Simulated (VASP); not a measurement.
BaTiO3, 5 atoms in the cell. It takes space group P4/mmm (No. 123, tetragonal). Conventional cell: a = 4.000 Å, b = 4.000 Å, c = 4.018 Å, α = 90.00°, β = 90.00°, γ = 90.00°. Ba (site symmetry 4/mmm) has 12 O at 2.83 Å and 8 Ti at 3.47 Å within 3.7 Å. Within 2.6 Å of Ti (site symmetry 4/mmm) lie 6 O at 2.00 to 2.01 Å. O (site symmetry 4/mmm) has 2 Ti at 2.01 Å within 2.7 Å. O (site symmetry mmm) has 2 Ti at 2.00 Å within 2.6 Å. 

* Program: VASP 6.6.1
* Task: single point
* Functional: LDA
* Potentials or basis: VASP PAW LDA potentials, release 64 (Ba_sv, Ti_sv, O_h)
* Cutoff: 910 eV
* k mesh: 6 × 6 × 6
* Occupations: fermi-dirac, width 0.02 eV
* Spin: no spin polarisation
* Dipole correction: no
* Further INCAR settings: ALGO = Normal; EDIFF = 1e-06; NBANDS = 28

Potentials or basis: VASP PAW LDA potentials, release 64 (Ba_sv, Ti_sv, O_h).

Launch:

```sh
$ cat potpaw_LDA.64/Ba_sv/POTCAR potpaw_LDA.64/Ti_sv/POTCAR potpaw_LDA.64/O_h/POTCAR > POTCAR
$ mpirun -np 1 vasp_std > vasp.out
```

Hardware: 1 thread of Intel(R) Xeon(R) Platinum 8259CL CPU @ 2.50GHz (Skylake/Cascade Lake), with other jobs on the host.

How long does it take, and how much memory?

Wall time 4.2 min on 1 thread of Intel(R) Xeon(R) Platinum 8259CL CPU @ 2.50GHz (Skylake/Cascade Lake), on a shared host, peak memory 0.3 GiB. Counts: scf iterations 16, k points 40.
